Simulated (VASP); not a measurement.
# Pb in VASP: further runs, part 2 of 2

VASP 6.6.1. The steps go on from the part before.

## Step 3: Single point, PBE (strained)

File INCAR:

```
SYSTEM = Pb
ALGO = Normal ; EDIFF = 1E-6
ENCUT = 520 ; GGA = PE
ISIF = 2 ; ISMEAR = 0
LASPH = .True. ; LCHARG = .False.
LREAL = .False. ; LWAVE = .False.
NBANDS = 21 ; NELM = 100
PREC = Accurate ; SIGMA = 0.1
```

File KPOINTS:

```
k-points
0
Gamma
  15 15 8
  0 0 0
```

File POSCAR:

```
Pb
1.0
    3.5467123038      0.0000000000      0.0000000000
   -1.7733561519      3.0715429550      0.0000000000
    0.0000000000      0.0000000000      6.2002603000
Pb
2
Direct
    0.3333333333      0.6666666667      0.2500000000
    0.6666666667      0.3333333333      0.7500000000
```

Potentials or basis: VASP PAW PBE potentials, release 64 (Pb_d).

Launch:

```console
$ cat potpaw_PBE.64/Pb_d/POTCAR > POTCAR
$ mpirun -np 1 vasp_std > vasp.out
```

OUTCAR:

```text
SYSTEM = Pb
   EDIFF = 1E-6
   ENCUT = 520
   GGA = PE
   ISIF = 2
   ISMEAR = 0
   LASPH = .True.
   LREAL = .False.
   NELM = 100
   PREC = Accurate

 ion  position               nearest neighbor table
   1  0.333  0.667  0.250-   2 3.72   2 3.72   2 3.72   2 3.72   2 3.72   2 3.72
   2  0.667  0.333  0.750-   1 3.72   1 3.72   1 3.72   1 3.72   1 3.72   1 3.72

  LATTYP: Found a hexagonal cell.
 ALAT       =     3.5467123038
 C/A-ratio  =     1.7481711988

  Lattice vectors:

 A1 = (   3.5467123038,   0.0000000000,   0.0000000000)
 A2 = (  -1.7733561519,   3.0715429550,   0.0000000000)
 A3 = (   0.0000000000,   0.0000000000,   6.2002603000)

Analysis of symmetry for initial positions (statically):
=====================================================================
 Subroutine PRICEL returns:
 Original cell was already a primitive cell.

 Routine SETGRP: Setting up the symmetry group for a
 hexagonal supercell.

 Subroutine GETGRP returns: Found 24 space group operations
 (whereof 12 operations were pure point group operations)
 out of a pool of 24 trial point group operations.

The static configuration has the point symmetry D_3d.
 The point group associated with its full space group is D_6h.

Analysis of symmetry for dynamics (positions and initial velocities):
=====================================================================
 Subroutine PRICEL returns:
 Original cell was already a primitive cell.

 Routine SETGRP: Setting up the symmetry group for a
 hexagonal supercell.

 Subroutine GETGRP returns: Found 24 space group operations
 (whereof 12 operations were pure point group operations)
 out of a pool of 24 trial point group operations.

The dynamic configuration has the point symmetry D_3d.
 The point group associated with its full space group is D_6h.

 Subroutine INISYM returns: Found 24 space group operations
 (whereof 12 operations are pure point group operations),
 and found     1 'primitive' translations

----------------------------------------------------------------------------------------

                                     Primitive cell

  volume of cell :      67.5449

  direct lattice vectors                    reciprocal lattice vectors
     3.546712304  0.000000000  0.000000000     0.281951259  0.162784635  0.000000000
    -1.773356152  3.071542955  0.000000000     0.000000000  0.325569271  0.000000000
     0.000000000  0.000000000  6.200260300     0.000000000  0.000000000  0.161283551

  length of vectors
     3.546712304  3.546712304  6.200260300     0.325569271  0.325569271  0.161283551

  position of ions in fractional coordinates (direct lattice)
     0.333333333  0.666666667  0.250000000
     0.666666667  0.333333333  0.750000000

  ion indices of the primitive-cell ions
   primitive index   ion index
                 1           1
                 2           2

----------------------------------------------------------------------------------------

 KPOINTS: k-points

Automatic generation of k-mesh.
 Grid dimensions read from file:
 generate k-points for:   15   15    8

 Generating k-lattice:

  Cartesian coordinates                     Fractional coordinates (reciprocal lattice)
     0.018796751  0.010852309  0.000000000     0.066666667 -0.000000000  0.000000000
     0.000000000  0.021704618  0.000000000     0.000000000  0.066666667  0.000000000
     0.000000000  0.000000000  0.020160444     0.000000000  0.000000000  0.125000000

  Length of vectors
     0.021704618  0.021704618  0.020160444

  Shift w.r.t. Gamma in fractional coordinates (k-lattice)
     0.000000000  0.000000000  0.000000000

 Subroutine IBZKPT returns following result:
 ===========================================

 Found    135 irreducible k-points:

 Following reciprocal coordinates:
            Coordinates               Weight
  0.000000  0.000000  0.000000      1.000000
  0.066667  0.000000  0.000000      6.000000
  0.133333  0.000000  0.000000      6.000000
  0.200000  0.000000  0.000000      6.000000
  0.266667  0.000000  0.000000      6.000000
  0.333333  0.000000  0.000000      6.000000
[... 16 lines left out ...]
  0.333333  0.200000  0.000000     12.000000
  0.400000  0.200000  0.000000      6.000000
 [... further k-points ...]
   k-points           NKPTS =    135   k-points in BZ     NKDIM =    135   number of bands    NBANDS=     21
   number of dos      NEDOS =    301   number of ions     NIONS =      2
   total plane-waves  NPLWV =  37632
   dimension x,y,z NGX =    28 NGY =   28 NGZ =   48
   dimension x,y,z NGXF=    56 NGYF=   56 NGZF=   96
   ions per type =               2
   NGX,Y,Z   is equivalent  to a cutoff of  13.12, 13.12, 12.87 a.u.
   NGXF,Y,Z  is equivalent  to a cutoff of  26.25, 26.25, 25.74 a.u.
 SYSTEM =  Pb
   PREC   = accura    normal or accurate (medium, high low for compatibility)
   ISTART =      0    job   : 0-new  1-cont  2-samecut
   ICHARG =      2    charge: 1-file 2-atom 10-const
   ISPIN  =      1    spin polarized calculation?
   LNONCOLLINEAR =      F non collinear calculations
   LSORBIT =      F    spin-orbit coupling
   LASPH  =      T    aspherical Exc in radial PAW
   ENCUT  =  520.0 eV  38.22 Ry    6.18 a.u.   6.59  6.59 11.53*2*pi/ulx,y,z
   NELM   =    100;   NELMIN=  2; NELMDL= -5     # of ELM steps
   EDIFF  = 0.1E-05   stopping-criterion for ELM
   LREAL  =      F    real-space projection
   EDIFFG = 0.1E-04   stopping-criterion for IOM
   NSW    =      0    number of steps for IOM
   IBRION =     -1    ionic relax: 0-MD 1-quasi-New 2-CG
   NFREE  =      0    steps in history (QN), initial steepest desc. (CG)
   ISIF   =      2    stress and relaxation
   ISYM   =      2    0-nonsym 1-usesym 2-fastsym
   POTIM  = 0.5000    time-step for ionic-motion
   TEBEG  =    0.0;   TEEND  =   0.0 temperature during run
   PSTRESS=    0.0 pullay stress
   NELECT =      28.0000    total number of electrons
   NUPDOWN=      -1.0000    fix difference up-down
   EMIN   =  10.00;   EMAX   =-10.00  energy-range for DOS
   EFERMI =   0.00;   METHOD = LEGACY
   ISMEAR =     0;   SIGMA  =   0.10  broadening in eV -4-tet -1-fermi 0-gaus
   EFERMI_NEDOS =   21; number of points for ismear=-14 and -15
   IALGO  =     38    algorithm
   IMIX   =      4    mixing-type and parameters
     AMIX     =   0.40;   BMIX     =  1.00
     AMIX_MAG =   1.60;   BMIX_MAG =  1.00
  volume/ion in A,a.u.               =      33.77       227.91
  Fermi-wavevector in a.u.,A,eV,Ry     =   1.220666  2.306723 20.273012  1.490024
  Thomas-Fermi vector in A             =   2.355875
   LORBIT       =      0    0 simple, 1 ext, 2 COOP (PROOUT), +10 PAW based schemes
   GGA     = PE    functional components
   LHFCALC =     F    Hartree Fock is set to
   AEXX    =    0.0000 exact exchange contribution
   IVDW    =     0    specifies the selected vdW correction
   LEPSILON=     F    determine dielectric tensor
   LRPA    =     F    only Hartree local field effects (RPA)
 non-spin polarized calculation
 Gauss-broadening in eV      SIGMA  =   0.10
  energy-cutoff  :      520.00
  volume of cell :       67.54
 maximum number of plane-waves:      1853
 NGX is ok and might be reduce to    28
   NGX = 13   NGY = 13   NGZ = 23

 number of electron      27.9999997 magnetization

 Free energy of the ion-electron system (eV)
  ---------------------------------------------------
  ext. energy  EPLUGINS =         0.00000000
  ---------------------------------------------------
  free energy    TOTEN  =        -7.06261701 eV

  energy without entropy =       -7.05613677  energy(sigma->0) =       -7.05937689

 E-fermi :   6.1017     XC(G=0):  -9.6773

 val. band max:        6.0839661832   @ k =   0.3333   0.0667   0.2500
 cond. band min:       6.1065023745   @ k =   0.2000   0.1333   0.1250
 fundamental gap:      0.0225361913
 Fermi energy:         6.1017088325

 k-point     1 :       0.0000    0.0000    0.0000
  band No.  band energies     occupation
      1     -10.9225      2.00000
      2     -10.9109      2.00000
      3     -10.8780      2.00000
      4     -10.8780      2.00000
      5     -10.8672      2.00000
      6     -10.8672      2.00000
[... 13 lines left out ...]
     20      15.2328      0.00000
     21      15.8485      0.00000

 k-point     2 :       0.0667    0.0000    0.0000
  band No.  band energies     occupation
      1     -10.9189      2.00000
      2     -10.9069      2.00000
      3     -10.8772      2.00000
      4     -10.8687      2.00000
      5     -10.8667      2.00000
      6     -10.8582      2.00000
[... 520 lines left out ...]
 k-point    24 :       0.4000    0.2000    0.0000
  band No.  band energies     occupation
      1     -10.9166      2.00000
      2     -10.9147      2.00000
      3     -10.8469      2.00000
      4     -10.8454      2.00000
      5     -10.8180      2.00000
      6     -10.7827      2.00000
[... 13 lines left out ...]
     20      16.2005      0.00000
     21      17.7648      0.00000

 [... further k-points ...]
[... 5 lines left out ...]
  --------------------------------------------------------------------------------------
  -------------------------------------------------------------------------------------
  Total       -0.4836019     -0.4836019     -1.4859633      0.0000000      0.0000000      0.0000000
  in kB      -11.4711266    -11.4711266    -35.2473280      0.0000000      0.0000000      0.0000000
  external PRESSURE =     -19.3965271 kB  Pullay stress =       0.0000000 kB

 VOLUME and BASIS-vectors are now :
 -----------------------------------------------------------------------------
  energy-cutoff  :      520.00
  volume of cell :       67.54
      direct lattice vectors                 reciprocal lattice vectors
     3.546712304  0.000000000  0.000000000     0.281951259  0.162784635  0.000000000
    -1.773356152  3.071542955  0.000000000     0.000000000  0.325569271  0.000000000
     0.000000000  0.000000000  6.200260300     0.000000000  0.000000000  0.161283551

 POSITION                                       TOTAL-FORCE (eV/Angst)
 -----------------------------------------------------------------------------------
     -0.00000      2.04770      1.55007         0.000000     -0.000000      0.000000
      1.77336      1.02385      4.65020        -0.000000      0.000000      0.000000
 -----------------------------------------------------------------------------------
    total drift:                               -0.000000      0.000000     -0.000000

  FREE ENERGIE OF THE ION-ELECTRON SYSTEM (eV)
  ---------------------------------------------------
  free  energy   TOTEN  =        -7.0626170057 eV

  energy  without entropy=       -7.0561367656  energy(sigma->0) =       -7.05937689
```

It took 72 s on 1 thread of Intel Xeon 6975P-C (Granite Rapids), shared host; peak memory 0.28 GiB.

What came out:

| Quantity | Value |
| --- | --- |
| Free energy | -7.0626 eV |
| Pressure | -1.9 GPa |
| Band gap on the k mesh | zero (band 14 reaches 11.72 eV, above the bottom of band 15 at 4.43 eV) |

Stress tensor (GPa, compression positive):
```
-1.15  0.00  0.00
 0.00 -1.15  0.00
 0.00  0.00 -3.52
```

Levels at points of the mesh, in eV from the Fermi level:
| k point | band 12 | band 13 | band 14 | band 15 | band 16 | band 17 |
| --- | --- | --- | --- | --- | --- | --- |
| (0.00, 0.00, 0.00) | -8.51 | -3.77 | 5.62 | 5.72 | 5.72 | 7.05 |
| (0.00, 0.00, 0.50) | -10.13 | -0.02 | -0.02 | 6.35 | 6.35 | 6.35 |

Caveat: the cell differs from its parent crystal (strained); spin-orbit coupling is left out, which moves the levels of the heavy elements.

## Step 4: Single point, PBE (strained)

File INCAR:

```
SYSTEM = Pb
PREC = Accurate ; ENCUT = 520
EDIFF = 1E-7 ; ISMEAR = 0
SIGMA = 0.1 ; LREAL = .FALSE.
LASPH = .TRUE. ; NELM = 100
ALGO = Normal ; ISIF = 2
LWAVE = .FALSE. ; LCHARG = .FALSE.
GGA = PE ; NBANDS = 21
```

File KPOINTS:

```
Automatic mesh
0
G
  15 15 8
  0 0 0
```

File POSCAR:

```
Pb
1.0
    3.6125539169      0.0000000000      0.0000000000
   -1.8062769585      3.1285634645      0.0000000000
    0.0000000000      0.0000000000      5.9706231000
Pb
2
Direct
    0.3333333333      0.6666666667      0.2500000000
    0.6666666667      0.3333333333      0.7500000000
```

Potentials or basis: VASP PAW PBE potentials, release 64 (Pb_d).

Launch:

```console
$ cat potpaw_PBE.64/Pb_d/POTCAR > POTCAR
$ mpirun -np 1 vasp_std > vasp.out
```

OUTCAR:

```text
SYSTEM = Pb
   PREC = Accurate
   ENCUT = 520
   EDIFF = 1E-7
   ISMEAR = 0
   LREAL = .FALSE.
   LASPH = .TRUE.
   NELM = 100
   ISIF = 2
   GGA = PE

 ion  position               nearest neighbor table
   1  0.333  0.667  0.250-   2 3.64   2 3.64   2 3.64   2 3.64   2 3.64   2 3.64
   2  0.667  0.333  0.750-   1 3.64   1 3.64   1 3.64   1 3.64   1 3.64   1 3.64

  LATTYP: Found a hexagonal cell.
 ALAT       =     3.6125539169
 C/A-ratio  =     1.6527429728

  Lattice vectors:

[... 767 lines left out ...]

  FORCE on cell =-STRESS in cart. coord.  units (eV):
  Direction    XX          YY          ZZ          XY          YZ          ZX
  --------------------------------------------------------------------------------------
  -------------------------------------------------------------------------------------
  Total       -0.8717004     -0.8717004     -0.9122245      0.0000000     -0.0000000     -0.0000000
  in kB      -20.6965924    -20.6965924    -21.6587483      0.0000000     -0.0000000     -0.0000000
  external PRESSURE =     -21.0173110 kB  Pullay stress =       0.0000000 kB

 VOLUME and BASIS-vectors are now :
 -----------------------------------------------------------------------------
  energy-cutoff  :      520.00
  volume of cell :       67.48
      direct lattice vectors                 reciprocal lattice vectors
     3.612553917  0.000000000  0.000000000     0.276812478  0.159817758  0.000000000
    -1.806276959  3.128563465  0.000000000     0.000000000  0.319635517  0.000000000
     0.000000000  0.000000000  5.970623100     0.000000000  0.000000000  0.167486707

 POSITION                                       TOTAL-FORCE (eV/Angst)
 -----------------------------------------------------------------------------------
     -0.00000      2.08571      1.49266         0.000000      0.000000      0.000000
      1.80628      1.04285      4.47797        -0.000000      0.000000      0.000000
 -----------------------------------------------------------------------------------
    total drift:                               -0.000000      0.000000      0.000000

  FREE ENERGIE OF THE ION-ELECTRON SYSTEM (eV)
  ---------------------------------------------------
  free  energy   TOTEN  =        -7.0850881128 eV

  energy  without entropy=       -7.0809277007  energy(sigma->0) =       -7.08300791
```

OSZICAR:

```text
N       E                     dE             d eps       ncg     rms          rms(c)
DAV:   1     0.292318643514E+03    0.29232E+03   -0.14168E+04  5670   0.157E+03
DAV:   2     0.142352268794E+02   -0.27808E+03   -0.27196E+03  5710   0.400E+02
DAV:   3    -0.641207714240E+01   -0.20647E+02   -0.20435E+02  6915   0.134E+02
DAV:   4    -0.706846533347E+01   -0.65639E+00   -0.65605E+00  6747   0.278E+01
DAV:   5    -0.710209305907E+01   -0.33628E-01   -0.33627E-01  7762   0.578E+00    0.633E-01
DAV:   6    -0.708795248994E+01    0.14141E-01   -0.35250E-02  7556   0.228E+00    0.337E-01
DAV:   7    -0.708502012933E+01    0.29324E-02   -0.13490E-02  7460   0.147E+00    0.133E-01
DAV:   8    -0.708510367652E+01   -0.83547E-04   -0.11620E-03  7228   0.484E-01    0.216E-02
DAV:   9    -0.708508826075E+01    0.15416E-04   -0.41125E-05  7309   0.947E-02    0.889E-03
DAV:  10    -0.708508813359E+01    0.12715E-06   -0.63734E-06  7454   0.228E-02    0.917E-04
DAV:  11    -0.708508811278E+01    0.20819E-07   -0.22248E-07  5522   0.604E-03
   1 F= -.70850881E+01 E0= -.70830079E+01  d E =-.416041E-02
```

Wall time 1.7 min (1 thread of Intel Xeon Platinum 8488C (Sapphire Rapids), shared host); peak memory 0.28 GiB.

What came out:

* Free energy: -7.0851 eV
* Pressure: -2.1 GPa
* Band gap on the k mesh: zero (band 14 reaches 11.30 eV, above the bottom of band 15 at 4.40 eV)

Levels at points of the mesh, in eV from the Fermi level:
| k point | band 12 | band 13 | band 14 | band 15 | band 16 | band 17 |
| --- | --- | --- | --- | --- | --- | --- |
| (0.00, 0.00, 0.00) | -8.09 | -3.68 | 5.15 | 5.15 | 6.55 | 6.66 |
| (0.00, 0.00, 0.50) | -10.01 | 0.51 | 0.51 | 5.87 | 5.87 | 5.87 |

Caveat: the cell differs from its parent crystal (strained); spin-orbit coupling is left out, which moves the levels of the heavy elements.

## Step 5: Single point, PBE (strained)

INCAR, as its differences from that of step 4:

```diff
@@ -2,3 +2,3 @@
 PREC = Accurate ; ENCUT = 520
-EDIFF = 1E-7 ; ISMEAR = 0
+EDIFF = 1E-6 ; ISMEAR = 0
 SIGMA = 0.1 ; LREAL = .FALSE.
```

KPOINTS is that of step 4.

File POSCAR:

```
Pb
1.0
    3.3710766690      0.0000000000      0.0000000000
   -1.6855383345      2.9194380334      0.0000000000
    0.0000000000      0.0000000000      5.5827330000
Pb
2
Direct
    0.3333333333      0.6666666667      0.2500000000
    0.6666666667      0.3333333333      0.7500000000
```

Launch:

```console
$ cat potpaw_PBE.64/Pb_d/POTCAR > POTCAR
$ mpirun -np 1 vasp_std > vasp.out
```

It took 80 s on 1 thread of Intel Xeon Platinum 8488C (Sapphire Rapids), shared host; peak memory 0.26 GiB.

Results (log left out):

```
Free energy            : -6.9085 eV
Pressure               : 8.4 GPa
Band gap on the k mesh : zero (band 14 reaches 14.83 eV, above the bottom of band 15 at 6.14 eV)
```

Stress tensor (GPa, compression positive):
```
8.48 0.00 0.00
0.00 8.48 0.00
0.00 0.00 8.19
```

Levels at points of the mesh, in eV from the Fermi level:
```
           k point  band 11  band 12  band 13  band 14  band 15  band 16  band 17  band 18
(0.00, 0.00, 0.00)   -12.46    -8.35    -4.74     6.33     6.33     8.06     8.28     8.28
(0.00, 0.00, 0.50)   -11.15   -11.15     0.74     0.74     7.25     7.25     7.25     7.25
```

Caveat: the cell differs from its parent crystal (strained); spin-orbit coupling is left out, which moves the levels of the heavy elements.

## Step 6: Summary

```csv
cell,k mesh,gap on the mesh (eV),pressure (GPa)
"a = 3.490, b = 3.490, c = 5.942 Å, angles 90.0, 90.0, 120.0°, 2 atoms",12 × 12 × 6,none,0.6
"a = 3.547, b = 3.547, c = 6.200 Å, angles 90.0, 90.0, 120.0°, 2 atoms",15 × 15 × 8,none,-1.9
"a = 3.613, b = 3.613, c = 5.971 Å, angles 90.0, 90.0, 120.0°, 2 atoms",15 × 15 × 8,none,-2.1
"a = 3.371, b = 3.371, c = 5.583 Å, angles 90.0, 90.0, 120.0°, 2 atoms",15 × 15 × 8,none,8.4
```

Alike in all rows: task single point; level PBE; potentials or basis VASP PAW PBE potentials, release 64 (Pb_d); no spin polarisation; cutoff (eV) 520; smearing gaussian 0.1 eV.

Caveats: spin-orbit coupling is left out, which moves the levels of the heavy elements.

Total energies depend on the potentials used, so only differences within one code and one set of settings carry meaning.
